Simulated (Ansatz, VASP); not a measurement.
# One calculation of Al3As, two programs

```
Al As
1.0
    -2.02512    2.02512    4.25359
     2.02512   -2.02512    4.25359
     2.02512    2.02512   -4.25359
Al As
3 1
Direct
  0.50000 0.50000 0.00000
  0.25000 0.75000 0.50000
  0.75000 0.25000 0.50000
  0.00000 0.00000 0.00000
```

Alike in both runs: functional PBE; k mesh 16 × 16 × 16; occupations gaussian, width 0.1 eV; no spin polarisation.

Ansatz relaxed the structure, and its values are those at the end. VASP's run is a single point on that final structure, the one shown.

|  | VASP | Ansatz |
| --- | --- | --- |
| version | VASP 6.6.1 | Ansatz 0.2.0 |
| potentials or method | VASP PAW PBE potentials, release 64 (Al, As), cutoff 520 eV | scalar-relativistic, plane waves, PAW |
| valence electrons in the cell | 14 | 24 |

|  | VASP | Ansatz | Ansatz less VASP |
| --- | --- | --- | --- |
| gap on the k mesh at the Fermi level (eV) | none | none | - |
| pressure (GPa) | 0.1 | 0.0 | -0.04 |

A gap of «none» marks a metal or a gap that the smearing closes. VASP's potentials hold 14 valence electrons a cell and Ansatz's 24, so a difference there can come from the potentials and not from the codes.
